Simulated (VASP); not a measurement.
# SrTl (Pm-3m) in VASP: notebook, part 2 of 2

VASP 6.6.1. Earlier steps stand in the parts before.

**3. Single point, LDA (30.81 Å³/atom)**

This run uses another cell than the first one, of 30.81 Å³/atom.

File INCAR:

```
PREC = Accurate
ENCUT = 520
EDIFF = 1E-6
ISMEAR = -1
SIGMA = 0.05
LREAL = False
LASPH = True
NELM = 80
ALGO = Normal
ISIF = 2
LWAVE = False
LCHARG = False
GGA = CA
NBANDS = 18
```

File KPOINTS:

```
regular mesh
0
Gamma
  8 8 8
```

File POSCAR:

```
SrTl
1.0
    3.9496911903      0.0000000000      0.0000000000
    0.0000000000      3.9496911903      0.0000000000
    0.0000000000      0.0000000000      3.9496911903
Sr Tl
1 1
Direct
    0.0000000000      0.0000000000      0.0000000000
    0.5000000000      0.5000000000      0.5000000000
```

Potentials or basis: VASP PAW LDA potentials, release 64 (Sr_sv, Tl_d).

The run is started by

```sh
> cat potpaw_LDA.64/Sr_sv/POTCAR potpaw_LDA.64/Tl_d/POTCAR > POTCAR
> mpirun -np 1 vasp_std > vasp.out
```

OUTCAR:

```text
PREC = Accurate
   ENCUT = 520
   EDIFF = 1E-6
   ISMEAR = -1
   LREAL = False
   LASPH = True
   NELM = 80
   ISIF = 2
   GGA = CA

 ion  position               nearest neighbor table
   1  0.000  0.000  0.000-   2 3.42   2 3.42   2 3.42   2 3.42   2 3.42   2 3.42   2 3.42   2 3.42

   2  0.500  0.500  0.500-   1 3.42   1 3.42   1 3.42   1 3.42   1 3.42   1 3.42   1 3.42   1 3.42

  LATTYP: Found a simple cubic cell.
 ALAT       =     3.9496911903

  Lattice vectors:

 A1 = (   3.9496911903,   0.0000000000,   0.0000000000)
 A2 = (   0.0000000000,   3.9496911903,   0.0000000000)
 A3 = (   0.0000000000,   0.0000000000,   3.9496911903)

Analysis of symmetry for initial positions (statically):
=====================================================================
 Subroutine PRICEL returns:
 Original cell was already a primitive cell.

 Routine SETGRP: Setting up the symmetry group for a
 simple cubic supercell.

 Subroutine GETGRP returns: Found 48 space group operations
 (whereof 48 operations were pure point group operations)
 out of a pool of 48 trial point group operations.

The static configuration has the point symmetry O_h .

Analysis of symmetry for dynamics (positions and initial velocities):
=====================================================================
 Subroutine PRICEL returns:
 Original cell was already a primitive cell.

 Routine SETGRP: Setting up the symmetry group for a
 simple cubic supercell.

 Subroutine GETGRP returns: Found 48 space group operations
 (whereof 48 operations were pure point group operations)
 out of a pool of 48 trial point group operations.

The dynamic configuration has the point symmetry O_h .

 Subroutine INISYM returns: Found 48 space group operations
 (whereof 48 operations are pure point group operations),
 and found     1 'primitive' translations

----------------------------------------------------------------------------------------

                                     Primitive cell

  volume of cell :      61.6154

  direct lattice vectors                    reciprocal lattice vectors
     3.949691190  0.000000000  0.000000000     0.253184351  0.000000000  0.000000000
     0.000000000  3.949691190  0.000000000     0.000000000  0.253184351  0.000000000
     0.000000000  0.000000000  3.949691190     0.000000000  0.000000000  0.253184351

  length of vectors
     3.949691190  3.949691190  3.949691190     0.253184351  0.253184351  0.253184351

  position of ions in fractional coordinates (direct lattice)
     0.000000000  0.000000000  0.000000000
     0.500000000  0.500000000  0.500000000

  ion indices of the primitive-cell ions
   primitive index   ion index
                 1           1
                 2           2

----------------------------------------------------------------------------------------

 KPOINTS: regular mesh

Automatic generation of k-mesh.
 Grid dimensions read from file:
 generate k-points for:    8    8    8

 Generating k-lattice:

  Cartesian coordinates                     Fractional coordinates (reciprocal lattice)
     0.031648044  0.000000000  0.000000000     0.125000000  0.000000000  0.000000000
     0.000000000  0.031648044  0.000000000     0.000000000  0.125000000  0.000000000
     0.000000000  0.000000000  0.031648044     0.000000000  0.000000000  0.125000000

  Length of vectors
     0.031648044  0.031648044  0.031648044

  Shift w.r.t. Gamma in fractional coordinates (k-lattice)
     0.000000000  0.000000000  0.000000000

 Subroutine IBZKPT returns following result:
 ===========================================

 Found     35 irreducible k-points:

 Following reciprocal coordinates:
            Coordinates               Weight
  0.000000  0.000000  0.000000      1.000000
  0.125000  0.000000  0.000000      6.000000
  0.250000  0.000000  0.000000      6.000000
  0.375000  0.000000  0.000000      6.000000
  0.500000  0.000000  0.000000      3.000000
  0.125000  0.125000  0.000000     12.000000
[... 16 lines left out ...]
  0.375000  0.375000  0.125000     24.000000
  0.500000  0.375000  0.125000     24.000000
 [... further k-points ...]
   k-points           NKPTS =     35   k-points in BZ     NKDIM =     35   number of bands    NBANDS=     18
   number of dos      NEDOS =    301   number of ions     NIONS =      2
   total plane-waves  NPLWV =  27000
   dimension x,y,z NGX =    30 NGY =   30 NGZ =   30
   dimension x,y,z NGXF=    60 NGYF=   60 NGZF=   60
   ions per type =               1   1
   NGX,Y,Z   is equivalent  to a cutoff of  12.63, 12.63, 12.63 a.u.
   NGXF,Y,Z  is equivalent  to a cutoff of  25.25, 25.25, 25.25 a.u.
 SYSTEM =  unknown system
   PREC   = accura    normal or accurate (medium, high low for compatibility)
   ISTART =      0    job   : 0-new  1-cont  2-samecut
   ICHARG =      2    charge: 1-file 2-atom 10-const
   ISPIN  =      1    spin polarized calculation?
   LNONCOLLINEAR =      F non collinear calculations
   LSORBIT =      F    spin-orbit coupling
   LASPH  =      T    aspherical Exc in radial PAW
   ENCUT  =  520.0 eV  38.22 Ry    6.18 a.u.   7.34  7.34  7.34*2*pi/ulx,y,z
   NELM   =     80;   NELMIN=  2; NELMDL= -5     # of ELM steps
   EDIFF  = 0.1E-05   stopping-criterion for ELM
   LREAL  =      F    real-space projection
   EDIFFG = 0.1E-04   stopping-criterion for IOM
   NSW    =      0    number of steps for IOM
   IBRION =     -1    ionic relax: 0-MD 1-quasi-New 2-CG
   NFREE  =      0    steps in history (QN), initial steepest desc. (CG)
   ISIF   =      2    stress and relaxation
   ISYM   =      2    0-nonsym 1-usesym 2-fastsym
   POTIM  = 0.5000    time-step for ionic-motion
   TEBEG  =    0.0;   TEEND  =   0.0 temperature during run
   PSTRESS=    0.0 pullay stress
   NELECT =      23.0000    total number of electrons
   NUPDOWN=      -1.0000    fix difference up-down
   EMIN   =  10.00;   EMAX   =-10.00  energy-range for DOS
   EFERMI =   0.00;   METHOD = LEGACY
   ISMEAR =    -1;   SIGMA  =   0.05  broadening in eV -4-tet -1-fermi 0-gaus
   EFERMI_NEDOS =   21; number of points for ismear=-14 and -15
   IALGO  =     38    algorithm
   IMIX   =      4    mixing-type and parameters
     AMIX     =   0.40;   BMIX     =  1.00
     AMIX_MAG =   1.60;   BMIX_MAG =  1.00
  volume/ion in A,a.u.               =      30.81       207.90
  Fermi-wavevector in a.u.,A,eV,Ry     =   1.178748  2.227511 18.904572  1.389447
  Thomas-Fermi vector in A             =   2.315071
   LORBIT       =      0    0 simple, 1 ext, 2 COOP (PROOUT), +10 PAW based schemes
   GGA     = CA    functional components
   LHFCALC =     F    Hartree Fock is set to
   AEXX    =    0.0000 exact exchange contribution
   IVDW    =     0    specifies the selected vdW correction
   LEPSILON=     F    determine dielectric tensor
   LRPA    =     F    only Hartree local field effects (RPA)
 non-spin polarized calculation
  energy-cutoff  :      520.00
  volume of cell :       61.62
 maximum number of plane-waves:      1682
 NGX is ok and might be reduce to    30
   NGX = 15   NGY = 15   NGZ = 15

 number of electron      23.0000001 magnetization

 Free energy of the ion-electron system (eV)
  ---------------------------------------------------
  ext. energy  EPLUGINS =         0.00000000
  ---------------------------------------------------
  free energy    TOTEN  =        -5.89005011 eV

  energy without entropy =       -5.87628516  energy(sigma->0) =       -5.88316763

 E-fermi :   4.6633     XC(G=0):  -9.8600

 val. band max:        4.6069627691   @ k =   0.2500   0.2500   0.0000
 cond. band min:       4.7004775435   @ k =   0.3750   0.2500   0.1250
 fundamental gap:      0.0935147744
 Fermi energy:         4.6632744690

 k-point     1 :       0.0000    0.0000    0.0000
  band No.  band energies     occupation
      1     -30.8157      2.00000
      2     -12.8681      2.00000
      3     -12.8681      2.00000
      4     -12.8681      2.00000
      5      -6.8541      2.00000
      6      -6.8541      2.00000
[... 10 lines left out ...]
     17       9.9150      0.00000
     18       9.9150      0.00000
[... 463 lines left out ...]
 k-point    24 :       0.5000    0.3750    0.1250
  band No.  band energies     occupation
      1     -30.7856      2.00000
      2     -13.1043      2.00000
      3     -13.0601      2.00000
      4     -12.8616      2.00000
      5      -6.8271      2.00000
      6      -6.7619      2.00000
[... 10 lines left out ...]
     17      10.9870      0.00000
     18      11.5473      0.00000

 [... further k-points ...]

------------------------ aborting loop because EDIFF is reached ----------------------------------------

  FORCE on cell =-STRESS in cart. coord.  units (eV):
  Direction    XX          YY          ZZ          XY          YZ          ZX
  --------------------------------------------------------------------------------------
  -------------------------------------------------------------------------------------
  Total        0.0597144      0.0597144      0.0597144     -0.0000000     -0.0000000      0.0000000
  in kB        1.5527462      1.5527462      1.5527462     -0.0000000     -0.0000000      0.0000000
  external PRESSURE =       1.5527462 kB  Pullay stress =       0.0000000 kB

 VOLUME and BASIS-vectors are now :
 -----------------------------------------------------------------------------
  energy-cutoff  :      520.00
  volume of cell :       61.62
      direct lattice vectors                 reciprocal lattice vectors
     3.949691190  0.000000000  0.000000000     0.253184351  0.000000000  0.000000000
     0.000000000  3.949691190  0.000000000     0.000000000  0.253184351  0.000000000
     0.000000000  0.000000000  3.949691190     0.000000000  0.000000000  0.253184351

 POSITION                                       TOTAL-FORCE (eV/Angst)
 -----------------------------------------------------------------------------------
      0.00000      0.00000      0.00000         0.000000      0.000000      0.000000
      1.97485      1.97485      1.97485         0.000000      0.000000      0.000000
 -----------------------------------------------------------------------------------
    total drift:                                0.000000      0.000000      0.000000

  FREE ENERGIE OF THE ION-ELECTRON SYSTEM (eV)
  ---------------------------------------------------
  free  energy   TOTEN  =        -5.8900501068 eV

  energy  without entropy=       -5.8762851583  energy(sigma->0) =       -5.88316763
```

OSZICAR:

```text
N       E                     dE             d eps       ncg     rms          rms(c)
DAV:   1     0.109765875188E+03    0.10977E+03   -0.11693E+04  1260   0.117E+03
DAV:   2    -0.235698579689E+01   -0.11212E+03   -0.11041E+03  1382   0.257E+02
DAV:   3    -0.593137284776E+01   -0.35744E+01   -0.35561E+01  1990   0.357E+01
DAV:   4    -0.600195143728E+01   -0.70579E-01   -0.70512E-01  1564   0.412E+00
DAV:   5    -0.600296461233E+01   -0.10132E-02   -0.10130E-02  1832   0.468E-01    0.184E+01
DAV:   6    -0.591185862696E+01    0.91106E-01   -0.18225E-01  1366   0.304E+00    0.102E+01
DAV:   7    -0.589194978711E+01    0.19909E-01   -0.78004E-02  1410   0.228E+00    0.889E-01
DAV:   8    -0.588997324296E+01    0.19765E-02   -0.14658E-02  1904   0.737E-01    0.114E-01
DAV:   9    -0.589002779956E+01   -0.54557E-04   -0.30028E-04  1448   0.976E-02    0.642E-02
DAV:  10    -0.589005024451E+01   -0.22445E-04   -0.30118E-05  1792   0.377E-02    0.818E-03
DAV:  11    -0.589005010676E+01    0.13774E-06   -0.78939E-07  1000   0.688E-03
   1 F= -.58900501E+01 E0= -.58831676E+01  d E =-.137649E-01
```

Run time: 34 s. Hardware: 1 thread of Intel Xeon 8259CL, shared host; peak memory 0.18 GiB.

Results:

- Free energy: -5.8901 eV
- Pressure: 0.2 GPa
- Band gap on the k mesh: zero (an odd number of electrons rules out a gap without spin polarisation)

Levels at points of the mesh, in eV from the Fermi level:
```tsv
k point	band 8	band 9	band 10	band 11	band 12	band 13	band 14	band 15	band 16	band 17
(0.00, 0.00, 0.00)	-11.37	-11.37	-8.13	1.20	1.20	3.06	3.06	3.06	4.97	5.25
(0.50, 0.00, 0.00)	-11.36	-11.33	-6.43	-3.12	1.53	1.59	1.59	5.21	6.17	6.85
(0.50, 0.50, 0.00)	-11.43	-11.22	-6.08	-0.79	-0.79	1.01	3.82	3.82	4.93	4.99
(0.50, 0.50, 0.50)	-11.21	-11.21	-4.65	-1.61	-1.61	-1.61	4.75	4.75	4.75	6.68
```

Caveat: spin-orbit coupling is left out, which moves the levels of the heavy elements.

**4. Single point, LDA (31.46 Å³/atom)**

This run uses another cell than the first one, of 31.46 Å³/atom.

File INCAR:

```
SYSTEM = SrTl
PREC     = Accurate       ! precision mode
ENCUT    = 520            ! plane-wave cutoff, eV
EDIFF    = 1E-6           ! SCF threshold, eV
ISMEAR   = -1             ! smearing method
SIGMA    = 0.05           ! smearing width, eV
LREAL    = .FALSE.        ! projectors in reciprocal space
LASPH    = .TRUE.         ! aspherical terms in the spheres
NELM     = 100            ! most SCF steps
ALGO     = Normal         ! electronic algorithm
ISIF     = 2              ! what is computed and relaxed
LWAVE    = .FALSE.        ! write WAVECAR
LCHARG   = .FALSE.        ! write CHGCAR
GGA      = CA             ! functional
NBANDS   = 18             ! bands
```

File KPOINTS:

```
Automatic mesh
0
G
  8 8 8
  0 0 0
```

File POSCAR:

```
SrTl
1.0
    3.9775068335      0.0000000000      0.0000000000
    0.0000000000      3.9775068335      0.0000000000
    0.0000000000      0.0000000000      3.9775068335
Sr Tl
1 1
Direct
    0.0000000000      0.0000000000      0.0000000000
    0.5000000000      0.5000000000      0.5000000000
```

The run is started by

```sh
> cat potpaw_LDA.64/Sr_sv/POTCAR potpaw_LDA.64/Tl_d/POTCAR > POTCAR
> mpirun -np 1 vasp_std > vasp.out
```

Run time: 39 s. Hardware: 1 thread of Intel Xeon 8259CL, shared host; peak memory 0.18 GiB.

The run converged. Its results:

```
Free energy            : -5.8887 eV
Pressure               : -0.6 GPa
Band gap on the k mesh : zero (an odd number of electrons rules out a gap without spin polarisation)
```

Levels at points of the mesh, in eV from the Fermi level:
```tsv
k point	band 8	band 9	band 10	band 11	band 12	band 13	band 14	band 15	band 16	band 17
(0.00, 0.00, 0.00)	-11.35	-11.35	-8.05	1.21	1.21	3.00	3.00	3.00	4.76	5.18
(0.50, 0.00, 0.00)	-11.34	-11.31	-6.42	-3.07	1.55	1.59	1.59	5.15	6.07	6.67
(0.50, 0.50, 0.00)	-11.40	-11.21	-6.04	-0.79	-0.79	0.99	3.78	3.78	4.81	4.90
(0.50, 0.50, 0.50)	-11.20	-11.20	-4.67	-1.55	-1.55	-1.55	4.64	4.64	4.64	6.57
```

Caveat: spin-orbit coupling is left out, which moves the levels of the heavy elements.

**5. Overview**

| cell | gap on the mesh (eV) | pressure (GPa) |
| --- | --- | --- |
| a = 4.032 Å, 2 atoms | none | -1.8 |
| a = 3.950 Å, 2 atoms | none | 0.2 |
| a = 3.978 Å, 2 atoms | none | -0.6 |

Alike in all rows: task single point; level LDA; potentials or basis VASP PAW LDA potentials, release 64 (Sr_sv, Tl_d); no spin polarisation; k mesh 8 × 8 × 8; cutoff (eV) 520; smearing fermi-dirac 0.05 eV.

Caveats: spin-orbit coupling is left out, which moves the levels of the heavy elements.

Absolute energies hang on the potentials; compare differences alone.
